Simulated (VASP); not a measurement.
Write the native input for VASP 6.6.1 that does the following.

* Task: relaxation of cell and atoms
* Functional: PBE
* Potentials or basis: VASP PAW PBE potentials, release 64 (Mo_sv)
* Cutoff: 600 eV
* k mesh: 14 × 14 × 14
* Occupations: fermi-dirac, width 0.1 eV
* Spin: no spin polarisation
* Dipole correction: no
* Further INCAR settings: ALGO = Normal; EDIFF = 1e-06; IBRION = 2; EDIFFG = -0.01; NSW = 80; ISIF = 3

The structure of Mo lies in POSCAR:

```
Mo
1.0
    0.0000000000      1.9826747602      1.9826747602
    1.9826747602      0.0000000000      1.9826747602
    1.9826747602      1.9826747602      0.0000000000
Mo
1
Direct
    0.0000000000      0.0000000000      0.0000000000
```

These files were run (other wordings do the same):

INCAR

```
SYSTEM = Mo
PREC     = Accurate       ! precision mode
ENCUT    = 600            ! plane-wave cutoff, eV
EDIFF    = 1E-6           ! SCF threshold, eV
ISMEAR   = -1             ! smearing method
SIGMA    = 0.1            ! smearing width, eV
LREAL    = .False.        ! projectors in reciprocal space
LASPH    = .True.         ! aspherical terms in the spheres
NELM     = 80             ! most SCF steps
ALGO     = Normal         ! electronic algorithm
ISIF     = 3              ! what is computed and relaxed
LWAVE    = .False.        ! write WAVECAR
LCHARG   = .False.        ! write CHGCAR
GGA      = PE             ! functional
IBRION   = 2              ! ionic algorithm
NSW      = 80             ! ionic steps
EDIFFG   = -0.01          ! ionic threshold
```

KPOINTS

```
Automatic mesh
0
Gamma
  14 14 14
  0 0 0
```

Potentials or basis: VASP PAW PBE potentials, release 64 (Mo_sv).

Command:

```bash
$ cat potpaw_PBE.64/Mo_sv/POTCAR > POTCAR
$ mpirun -np 1 vasp_std > vasp.out
```

Results of the run:

```yaml
Relaxed_volume: 16.06 Å³/atom
Relaxed_cell: a = 2.832 Å, b = 2.832 Å, c = 2.832 Å, α = 60.00°, β = 60.00°, γ = 60.00°
Space_group_after_relaxing_to_0.05_Å: Fm-3m (No. 225)
Energy_gained_by_relaxing: 10.7 meV/atom
Ionic_steps: 4
Pressure_after_relaxing: 0.0 GPa
Band_gap_on_the_k_mesh: zero (band 7 reaches 15.72 eV, above the bottom of band 8 at 11.04 eV)
```

Run time: 66 s on 1 thread of Intel Xeon 8259CL, with other jobs on the host, peak memory 0.16 GiB.
